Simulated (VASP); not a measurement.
# Si16O (a cell with a defect) in VASP: a series of runs

Runs on Si16O (a cell with a defect). Level: PBE. Tasks: single point.

All numbers are computed with VASP 6.6.1; they aren't measurements. Logs are shortened: lines on timing, memory, paths and dates and some standing lists are left out, and cuts for length are marked.

## (1) The cell of the first run

The cell holds a defect, 17 atoms: a = 7.679 Å, b = 7.679 Å, c = 7.679 Å, α = 60.00°, β = 60.00°, γ = 60.00°.

## (2) Single point, PBE, collinear spin, zero start

The input, INCAR:

```
ALGO = Normal ; EDIFF = 1E-6
ENCUT = 520 ; GGA = PE
ISIF = 2 ; ISMEAR = 0
ISPIN = 2 ; LASPH = True
LCHARG = False ; LORBIT = 11
LREAL = Auto ; LWAVE = False
MAGMOM = 0 0 0 0 0 0 0 0 0 0 0 0 0 0 0 0 0 ; NBANDS = 53
NELM = 150 ; PREC = Accurate
SIGMA = 0.05
```

The input, KPOINTS:

```
k-points
0
Gamma
  2 2 2
```

The input, POSCAR:

```
Si16O
1.0
    0.0000000000      5.4300000000      5.4300000000
    5.4300000000      0.0000000000      5.4300000000
    5.4300000000      5.4300000000      0.0000000000
Si O
16 1
Direct
   -0.0006291897      0.0117032228     -0.0005203499
    0.1174677716      0.1852946593      0.0813204420
    0.0031415285      0.0450698895      0.4530822284
    0.1321716390      0.1044734807      0.6269069982
   -0.0122933702      0.5577766114     -0.0293169429
    0.1241028545      0.6359811234      0.1285039595
    0.0033383978      0.4741089319      0.5043520258
    0.1576864641      0.5756267956      0.6165041436
    0.4916055249      0.0078272560      0.0000104972
    0.6249348987      0.1262897790      0.1228800184
    0.5077236648     -0.0171500000      0.4968866483
    0.6432409761      0.0908993554      0.6281348987
    0.4986295580      0.5007693370      0.0035516575
    0.6158755985      0.6320783610      0.1297238490
    0.5272070902      0.4610717311      0.5053982505
    0.6297604052      0.6075799263      0.6297075506
    0.1517387661      0.8094266114      0.4196402394
```

Potentials or basis: VASP PAW PBE potentials, release 64 (Si, O).

Command:

```sh
cat potpaw_PBE.64/Si/POTCAR potpaw_PBE.64/O/POTCAR > POTCAR
mpirun -np 1 vasp_std > vasp.out
```

OUTCAR:

```text
EDIFF = 1E-6
   ENCUT = 520
   GGA = PE
   ISIF = 2
   ISMEAR = 0
   ISPIN = 2
   LASPH = True
   LORBIT = 11
   LREAL = Auto
   NELM = 150
   PREC = Accurate

 ion  position               nearest neighbor table
   1  0.999  0.012  0.999-   4 2.35  10 2.35   6 2.36   2 2.37
   2  0.117  0.185  0.081-   3 2.33   5 2.34   1 2.37   9 2.38
   3  0.003  0.045  0.453-  17 1.66  12 2.31   4 2.31   2 2.33   8 2.94
   4  0.132  0.104  0.627-   3 2.31   7 2.32   1 2.35  11 2.35
   5  0.988  0.558  0.971-   8 2.32   2 2.34  14 2.36   6 2.36
   6  0.124  0.636  0.129-  13 2.35   1 2.36   5 2.36   7 2.37
   7  0.003  0.474  0.504-   8 2.32   4 2.32  16 2.34   6 2.37
   8  0.158  0.576  0.617-  17 1.67   7 2.32   5 2.32  15 2.32   3 2.94
   9  0.492  0.008  0.000-  12 2.35  10 2.35  14 2.36   2 2.38
  10  0.625  0.126  0.123-  13 2.35  11 2.35   1 2.35   9 2.35
  11  0.508  0.983  0.497-  10 2.35  12 2.35  16 2.35   4 2.35
  12  0.643  0.091  0.628-   3 2.31  15 2.32   9 2.35  11 2.35
  13  0.499  0.501  0.004-  16 2.35  10 2.35   6 2.35  14 2.35
  14  0.616  0.632  0.130-  13 2.35   5 2.36   9 2.36  15 2.38
  15  0.527  0.461  0.505-   8 2.32  12 2.32  16 2.35  14 2.38
  16  0.630  0.608  0.630-   7 2.34  13 2.35  15 2.35  11 2.35
  17  0.152  0.809  0.420-   3 1.66   8 1.67

  LATTYP: Found a face centered cubic cell.
 ALAT       =    10.8600000000

  Lattice vectors:

 A1 = (   0.0000000000,   5.4300000000,   5.4300000000)
 A2 = (   5.4300000000,   0.0000000000,   5.4300000000)
 A3 = (   5.4300000000,   5.4300000000,   0.0000000000)

Analysis of symmetry for initial positions (statically):
=====================================================================
 Subroutine PRICEL returns:
 Original cell was already a primitive cell.

 Routine SETGRP: Setting up the symmetry group for a
 face centered cubic supercell.

 Subroutine GETGRP returns: Found  1 space group operations
 (whereof  1 operations were pure point group operations)
 out of a pool of 48 trial point group operations.

The static configuration has the point symmetry C_1 .

Analysis of symmetry for dynamics (positions and initial velocities):
=====================================================================
 Subroutine PRICEL returns:
 Original cell was already a primitive cell.

 Routine SETGRP: Setting up the symmetry group for a
 face centered cubic supercell.

 Subroutine GETGRP returns: Found  1 space group operations
 (whereof  1 operations were pure point group operations)
 out of a pool of 48 trial point group operations.

The dynamic configuration has the point symmetry C_1 .

Analysis of structural, dynamic, and magnetic symmetry:
=====================================================================
 Subroutine PRICEL returns:
 Original cell was already a primitive cell.

 Routine SETGRP: Setting up the symmetry group for a
 face centered cubic supercell.

 Subroutine GETGRP returns: Found  1 space group operations
 (whereof  1 operations were pure point group operations)
 out of a pool of 48 trial point group operations.

The overall configuration has the point symmetry C_1 .

 Subroutine INISYM returns: Found  1 space group operations
 (whereof  1 operations are pure point group operations),
 and found     1 'primitive' translations

----------------------------------------------------------------------------------------

                                     Primitive cell

  volume of cell :     320.2060

  direct lattice vectors                    reciprocal lattice vectors
     0.000000000  5.430000000  5.430000000    -0.092081031  0.092081031  0.092081031
     5.430000000  0.000000000  5.430000000     0.092081031 -0.092081031  0.092081031
     5.430000000  5.430000000  0.000000000     0.092081031  0.092081031 -0.092081031

  length of vectors
     7.679179644  7.679179644  7.679179644     0.159489025  0.159489025  0.159489025

  position of ions in fractional coordinates (direct lattice)
     0.999370810  0.011703223  0.999479650
     0.117467772  0.185294659  0.081320442
     0.003141529  0.045069889  0.453082228
     0.132171639  0.104473481  0.626906998
     0.987706630  0.557776611  0.970683057
     0.124102855  0.635981123  0.128503960
[... 9 lines left out ...]
     0.629760405  0.607579926  0.629707551
     0.151738766  0.809426611  0.419640239

  ion indices of the primitive-cell ions
   primitive index   ion index
                 1           1
                 2           2
[... 60 lines left out ...]
 SYSTEM =  unknown system
   PREC   = accura    normal or accurate (medium, high low for compatibility)
   ISTART =      0    job   : 0-new  1-cont  2-samecut
   ICHARG =      2    charge: 1-file 2-atom 10-const
   ISPIN  =      2    spin polarized calculation?
   LNONCOLLINEAR =      F non collinear calculations
   LSORBIT =      F    spin-orbit coupling
   LASPH  =      T    aspherical Exc in radial PAW
   ENCUT  =  520.0 eV  38.22 Ry    6.18 a.u.  14.28 14.28 14.28*2*pi/ulx,y,z
   NELM   =    150;   NELMIN=  2; NELMDL= -5     # of ELM steps
   EDIFF  = 0.1E-05   stopping-criterion for ELM
   LREAL  =      T    real-space projection
   EDIFFG = 0.1E-04   stopping-criterion for IOM
   NSW    =      0    number of steps for IOM
   IBRION =     -1    ionic relax: 0-MD 1-quasi-New 2-CG
   NFREE  =      0    steps in history (QN), initial steepest desc. (CG)
   ISIF   =      2    stress and relaxation
   ISYM   =      2    0-nonsym 1-usesym 2-fastsym
   POTIM  = 0.5000    time-step for ionic-motion
   TEBEG  =    0.0;   TEEND  =   0.0 temperature during run
   PSTRESS=    0.0 pullay stress
   NELECT =      70.0000    total number of electrons
   NUPDOWN=      -1.0000    fix difference up-down
   EMIN   =  10.00;   EMAX   =-10.00  energy-range for DOS
   EFERMI =   0.00;   METHOD = LEGACY
   ISMEAR =     0;   SIGMA  =   0.05  broadening in eV -4-tet -1-fermi 0-gaus
   EFERMI_NEDOS =   21; number of points for ismear=-14 and -15
   IALGO  =     38    algorithm
   IMIX   =      4    mixing-type and parameters
     AMIX     =   0.40;   BMIX     =  1.00
     AMIX_MAG =   1.60;   BMIX_MAG =  1.00
  volume/ion in A,a.u.               =      18.84       127.11
  Fermi-wavevector in a.u.,A,eV,Ry     =   0.986199  1.863645 13.232857  0.972588
  Thomas-Fermi vector in A             =   2.117562
   LORBIT       =     11    0 simple, 1 ext, 2 COOP (PROOUT), +10 PAW based schemes
   GGA     = PE    functional components
   LHFCALC =     F    Hartree Fock is set to
   AEXX    =    0.0000 exact exchange contribution
   IVDW    =     0    specifies the selected vdW correction
   LEPSILON=     F    determine dielectric tensor
   LRPA    =     F    only Hartree local field effects (RPA)
 spin polarized calculation
 Gauss-broadening in eV      SIGMA  =   0.05
  energy-cutoff  :      520.00
  volume of cell :      320.21
 maximum number of plane-waves:      8646
 NGX is ok and might be reduce to    60
   NGX = 29   NGY = 29   NGZ = 29

 number of electron      70.0000001 magnetization       0.0000000

 number of electron      70.0000001 magnetization      -0.0000000

 Free energy of the ion-electron system (eV)
  ---------------------------------------------------
  ext. energy  EPLUGINS =         0.00000000
  ---------------------------------------------------
  free energy    TOTEN  =       -92.68623027 eV

  energy without entropy =      -92.68623027  energy(sigma->0) =      -92.68623027

 E-fermi :   6.1293     XC(G=0):  -9.5312

 val. band max:        5.8804689213   @ k =   0.0000   0.0000   0.0000
 cond. band min:       6.3723012331   @ k =   0.0000   0.0000   0.0000
 fundamental gap:      0.4918323118
 Fermi energy:         6.1292531098

 spin component 1

 k-point     1 :       0.0000    0.0000    0.0000
  band No.  band energies     occupation
      1     -14.4331      1.00000
      2      -5.8119      1.00000
      3      -4.3814      1.00000
      4      -3.6905      1.00000
      5      -3.6644      1.00000
      6      -3.3254      1.00000
[... 389 lines left out ...]
     46      10.3304      0.00000
     47      10.4162      0.00000
 Fermi energy:         6.1292531098

 spin component 2

 k-point     1 :       0.0000    0.0000    0.0000
  band No.  band energies     occupation
      1     -14.4331      1.00000
      2      -5.8119      1.00000
      3      -4.3814      1.00000
      4      -3.6905      1.00000
      5      -3.6644      1.00000
      6      -3.3254      1.00000
[... 389 lines left out ...]
     46      10.3304      0.00000
     47      10.4162      0.00000
 [bands above 47 left out]

------------------------ aborting loop because EDIFF is reached ----------------------------------------

  FORCE on cell =-STRESS in cart. coord.  units (eV):
  Direction    XX          YY          ZZ          XY          YZ          ZX
  --------------------------------------------------------------------------------------
  -------------------------------------------------------------------------------------
  Total        8.4284585      9.0249735      8.8472931     -2.8742881     -1.7698805      3.0121740
  in kB       42.1724905     45.1572030     44.2681642    -14.3817386     -8.8557440     15.0716624
  external PRESSURE =      43.8659525 kB  Pullay stress =       0.0000000 kB

 VOLUME and BASIS-vectors are now :
 -----------------------------------------------------------------------------
  energy-cutoff  :      520.00
  volume of cell :      320.21
      direct lattice vectors                 reciprocal lattice vectors
     0.000000000  5.430000000  5.430000000    -0.092081031  0.092081031  0.092081031
     5.430000000  0.000000000  5.430000000     0.092081031 -0.092081031  0.092081031
     5.430000000  5.430000000  0.000000000     0.092081031  0.092081031 -0.092081031

 POSITION                                       TOTAL-FORCE (eV/Angst)
 -----------------------------------------------------------------------------------
      5.49072     10.85376      5.49013        -0.000338     -0.001686      0.001936
      1.44772      1.07942      1.64400         0.004617      0.002163     -0.006825
      2.70497      2.47729      0.26179         0.042219     -0.034036      0.033365
      3.97140      4.12180      1.28498         0.008172     -0.012824      0.002212
      8.29954     10.63406      8.39197        -0.008001      0.002878     -0.003519
      4.15115      1.37166      4.12726         0.001853     -0.001304      0.001086
[... 9 lines left out ...]
      6.71847      6.83891      6.71876        -0.001009     -0.002396     -0.000432
      6.67383      3.10259      5.21913        -0.019499      0.008756      0.019233
 -----------------------------------------------------------------------------------
    total drift:                               -0.006705      0.000788     -0.001452

  FREE ENERGIE OF THE ION-ELECTRON SYSTEM (eV)
  ---------------------------------------------------
  free  energy   TOTEN  =       -92.6862302664 eV

  energy  without entropy=      -92.6862302664  energy(sigma->0) =      -92.68623027

 total charge

# of ion       s       p       d       tot
------------------------------------------
    1        0.741   0.947   0.000   1.688
    2        0.750   0.951   0.000   1.700
    3        0.742   0.945   0.000   1.687
    4        0.744   0.979   0.000   1.723
    5        0.746   0.964   0.000   1.709
    6        0.742   0.942   0.000   1.684
[... 9 lines left out ...]
   16        0.738   0.958   0.000   1.697
   17        1.576   3.600   0.000   5.176
--------------------------------------------------
tot         13.460  18.900   0.000  32.360

 magnetization (x)

# of ion       s       p       d       tot
------------------------------------------
    1       -0.000   0.000   0.000  -0.000
    2       -0.000   0.000   0.000  -0.000
    3       -0.000  -0.000   0.000  -0.000
    4       -0.000  -0.000   0.000  -0.000
    5       -0.000  -0.000   0.000  -0.000
    6       -0.000   0.000   0.000   0.000
[... 9 lines left out ...]
   16       -0.000  -0.000   0.000  -0.000
   17        0.000   0.000   0.000   0.000
--------------------------------------------------
tot         -0.000   0.000   0.000   0.000
```

Wall time 18 min (1 thread of Intel Xeon 8259CL, shared host); peak memory 0.71 GiB.

Results:

* Free energy: -92.6862 eV
* Pressure: 4.4 GPa
* Largest force: 0.064 eV/Å
* Band gap on the k mesh: 0.49 eV
* Net moment: 0.00 μB per cell
* Valence electrons inside the program's atomic spheres: Si 1.69, 1.70, 1.72, 1.71, 1.68 (each value once); O 5.18

Forces in eV/Å, atoms in the order of the input:
```
Si   0.000 -0.002  0.002
Si   0.005  0.002 -0.007
Si   0.042 -0.034  0.033
Si   0.008 -0.013  0.002
Si  -0.008  0.003 -0.004
Si   0.002 -0.001  0.001
Si   0.002  0.006  0.003
Si  -0.026  0.036 -0.036
Si  -0.001 -0.002 -0.004
Si   0.001 -0.001 -0.001
Si  -0.002 -0.002 -0.002
Si   0.003  0.001  0.006
Si   0.001  0.001 -0.003
Si  -0.002  0.001  0.000
Si  -0.004 -0.002 -0.009
Si  -0.001 -0.002  0.000
O   -0.019  0.009  0.019
```

Stress tensor (GPa, compression positive):
```
 4.22 -1.44  1.51
-1.44  4.52 -0.89
 1.51 -0.89  4.43
```

Caveat: the k points lie up to 0.50 Å⁻¹ apart; semilocal functionals underestimate gaps, and a narrow one can read as zero.

(Part 1 of 2 ends here.)
